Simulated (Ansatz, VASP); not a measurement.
## Two plane-wave programs on P

File INCAR:

```
PREC     = Accurate       # precision mode
ENCUT    = 500            # plane-wave cutoff, eV
EDIFF    = 1E-6           # SCF threshold, eV
ISMEAR   = -1             # smearing method
SIGMA    = 0.1            # smearing width, eV
LREAL    = False          # projectors in reciprocal space
LASPH    = True           # aspherical terms in the spheres
NELM     = 120            # most SCF steps
ALGO     = Normal         # electronic algorithm
ISIF     = 2              # what is computed and relaxed
LWAVE    = False          # write WAVECAR
LCHARG   = False          # write CHGCAR
GGA      = PS             # functional
NBANDS   = 8              # bands
GGA_COMPAT= False
```

Contents of KPOINTS:

```
regular mesh
0
Gamma
  15 15 15
```

File POSCAR:

```
P
1.0
    2.3156472777      0.0000000000      0.0000000000
    0.0000000000      2.3156472777      0.0000000000
    0.0000000000      0.0000000000      2.3156472777
P
1
Direct
    0.0000000000      0.0000000000      0.0000000000
```

Input for Ansatz:

```yaml
crystal:
  lattice:
    - [2.3156472777, 0.0, 0.0]
    - [0.0, 2.3156472777, 0.0]
    - [0.0, 0.0, 2.3156472777]
  atoms:
    - { symbol: P, position: [0.0, 0.0, 0.0] }
hamiltonian:
  xc: pbesol
  pseudopotentials:
    kind: paw
    azcp:
      P: "pseudopotentials/P.paw.azcp"
basis:
  ecutwfc: 420
  fft_grid_basis: typed
kpoints:
  mp_grid: { grid: [15, 15, 15], shift: [0, 0, 0] }
magnetization:
  spin_polarized: false
scf:
  occupations: { method: fermi_dirac, width: 0.1 }
  lower_state_search: "off"
output:
  stress: true
```

Alike in both runs: task single point; functional PBEsol; k mesh 15 × 15 × 15; occupations fermi-dirac, width 0.1 eV; no spin polarisation.

```csv
,VASP,Ansatz
version,VASP 6.6.1,Ansatz 0.2.0
potentials or method,"VASP PAW PBE potentials, release 64 (P), cutoff 500 eV","plane waves (420 eV) with PAW, scalar-relativistic"
valence electrons in the cell,5,5
```

Ansatz gave:

```
pressure (GPa) : 22.6
```

Problem. What did VASP give for the same quantities?

Solution. Pressure (GPa): 22.7.

VASP's potentials were made for PBE, not for PBEsol, and Ansatz warns of the same on its side. With one functional, cell and mesh, what is left measures potentials, basis and numerics.
